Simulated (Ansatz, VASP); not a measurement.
Two plane-wave programs on C

```
C
1.0
     4.00601    0.00000    0.00000
     0.00000    4.00601    0.00000
     0.00000    0.00000    1.27902
C
1
Direct
  0.50000 0.50000 0.00000
```

Alike in both runs: task relaxation of cell and atoms; functional PBE; k mesh 14 × 14 × 42; occupations gaussian, width 0.1 eV; no spin polarisation.

|  | VASP | Ansatz |
| --- | --- | --- |
| version | VASP 6.6.1 | Ansatz 0.2.0 |
| potentials or method | VASP PAW PBE potentials, release 64 (C), cutoff 600 eV | scalar-relativistic, plane waves, PAW |
| valence electrons in the cell | 4 | 4 |

|  | VASP | Ansatz | Ansatz less VASP |
| --- | --- | --- | --- |
| gap on the k mesh at the Fermi level, each at its own relaxed structure (eV) | none | none | - |
| relaxed volume (Å³/atom) | 22.62 | 23.15 | +0.526 |
| relaxed length of the cell vector where the two differ most in proportion (Å) | 4.201 | 4.249 | +0.0474 |

A gap of «none» marks a metal or a gap that the smearing closes. Ansatz's warnings: xc potential rough in thin density.
